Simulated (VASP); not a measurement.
A run of VASP 6.6.1:

The input INCAR:

```
SYSTEM = KLiF2
PREC = Accurate
ENCUT = 750
EDIFF = 1E-6
ISMEAR = 0
SIGMA = 0.01
LREAL = .FALSE.
LASPH = .TRUE.
NELM = 120
ALGO = Normal
ISIF = 2
LWAVE = .FALSE.
LCHARG = .FALSE.
GGA = PE
NBANDS = 21
GGA_COMPAT = .FALSE.
```

The input KPOINTS:

```
regular mesh
0
G
  4 4 4
  0 0 0
```

Contents of POSCAR:

```
KLiF2
1.0
    1.5948019286      0.9207593228      5.5531340083
   -1.5948019286      0.9207593228      5.5531340083
    0.0000000000     -1.8415186455      5.5531340083
Li K F
1 1 2
Direct
    1.0000000000      0.0000000000      0.0000000000
    0.5000000000      0.5000000000      0.5000000000
    0.2689466836      0.2689466836      0.2689466836
    0.7310533164      0.7310533164      0.7310533164
```

Potentials or basis: VASP PAW PBE potentials, release 64 (Li_sv, K_sv, F).

Launch:

```console
$ cat potpaw_PBE.64/Li_sv/POTCAR potpaw_PBE.64/K_sv/POTCAR potpaw_PBE.64/F/POTCAR > POTCAR
$ mpirun -np 1 vasp_std > vasp.out
```

Hardware: 1 thread of Intel Xeon 8259CL, on a shared host.

**Question.** How long does it take, and how much memory?

**Answer.** It took 2.1 min on 1 thread of Intel Xeon 8259CL, with other jobs on the host, peak memory 0.39 GiB. Counts: scf iterations 14, k points 13.
